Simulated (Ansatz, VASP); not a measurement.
**One calculation of SnO2, two programs**

```
Sn O
1.0
     4.73735   -0.02369   -0.02369
    -0.02369    4.73735   -0.02369
    -0.01593   -0.01593    3.18640
Sn O
2 4
Direct
  0.00000 0.00000 0.00000
  0.50000 0.50000 0.50000
  0.30562 0.30562 0.00000
  0.19438 0.80562 0.50000
  0.69438 0.69438 0.00000
  0.80562 0.19438 0.50000
```

Change from the starting cell: equal xy, yz and zx shear strains of -1 %, crystal datasets.

Alike in both runs: task electric field gradients; functional PBE; k mesh 4 × 4 × 6; occupations fermi-dirac, width 0.03 eV; no spin polarisation.

|  | VASP | Ansatz |
| --- | --- | --- |
| version | VASP 6.6.1 | Ansatz 0.2.0 |
| potentials or method | VASP PAW PBE potentials, release 64 (Sn_d, O), cutoff 520 eV | all-electron PAW with datasets made for the crystal, scalar-relativistic |

```csv
,VASP,Ansatz,Ansatz less VASP
gap on the k mesh at the Fermi level (eV),1.24,1.26,+0.014
pressure (GPa),11.6,10.8,-0.77
"traceless stress, the component that is largest in VASP (GPa)",2.17,2.15,-0.012
rms of the force components (eV/Å),0.053,0.048,-0.0049
size of Vzz on the site where it differs most (V/Å²),60.0,62.0,+2.02
```

Atom by atom the forces differ by 0.009 eV/Å (rms over components). One of these differences is far larger than is usual between the two programs; its cause wasn't traced. Ansatz ran all-electron here, and VASP with PAW potentials.
